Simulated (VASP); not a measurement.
BiP:

```
CELL_PARAMETERS angstrom
3.84300 0.00000 0.00000
-1.92150 3.32814 0.00000
0.00000 0.00000 4.45186
ATOMIC_POSITIONS crystal
Bi 0.00675 0.01372 0.50301
P 0.00433 0.01749 0.00382
```

Base run:

| Property | Result |
| --- | --- |
| Program | VASP 6.6.1 |
| Functional | LDA |
| Potentials or basis | VASP PAW LDA potentials, release 64 (Bi_d, P) |
| Cutoff | 520 eV |
| k mesh | 9 × 9 × 7 |
| Occupations | methfessel-paxton, width 0.05 eV |
| Spin | no spin polarisation |

Its results: band gap on the k mesh zero (band 10 reaches 7.34 eV, above the bottom of band 11 at 3.82 eV); pressure 15.9 GPa; largest force 0.166 eV/Å.

**Question.** The run is repeated on the same cell with these changes: k mesh from 9 × 9 × 7 to 6 × 6 × 5. What comes out?

**Answer.** Band gap on the k mesh zero (band 10 reaches 7.02 eV, above the bottom of band 11 at 4.09 eV); pressure 18.6 GPa; largest force 0.149 eV/Å.

Caveats: spin-orbit coupling is left out, which moves the levels of the heavy elements.
